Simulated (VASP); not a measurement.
AlN, 4 atoms in the cell. The structure is hexagonal, space group P6_3/mmc (No. 194). Conventional cell: a = 3.503 Å, b = 3.503 Å, c = 4.119 Å, α = 90.00°, β = 90.00°, γ = 120.00°. Within 2.7 Å of Al (site symmetry -6m2) lie 5 N at 2.02 to 2.06 Å. N (site symmetry -6m2) has 5 Al at 2.02 to 2.06 Å within 2.7 Å.  This cell differs from its parent crystal: volume 10.942 Å^3 an atom, c/a of the conventional cell 1.1761.

```yaml
Program: VASP 6.6.1
Task: single point
Functional: PBEsol
Potentials_or_basis: VASP PAW PBE potentials, release 64 (Al, N)
Cutoff: 520 eV
k_mesh: 9 × 9 × 6
Occupations: gaussian, width 0.05 eV
Spin: no spin polarisation
Dipole_correction: no
Further_INCAR_settings: ALGO = Normal; EDIFF = 1e-06; NBANDS = 16
```

Potentials or basis: VASP PAW PBE potentials, release 64 (Al, N).

Run with:

```sh
$ cat potpaw_PBE.64/Al/POTCAR potpaw_PBE.64/N/POTCAR > POTCAR
$ mpirun -np 1 vasp_std > vasp.out
```

Hardware: 1 thread of Intel Xeon 8259CL, on a shared host.

Q: How long does it take, and how much memory?

A: It took 38 s on 1 thread of Intel Xeon 8259CL, on a shared host, peak memory 0.17 GiB. Counts: scf iterations 13, k points 48.
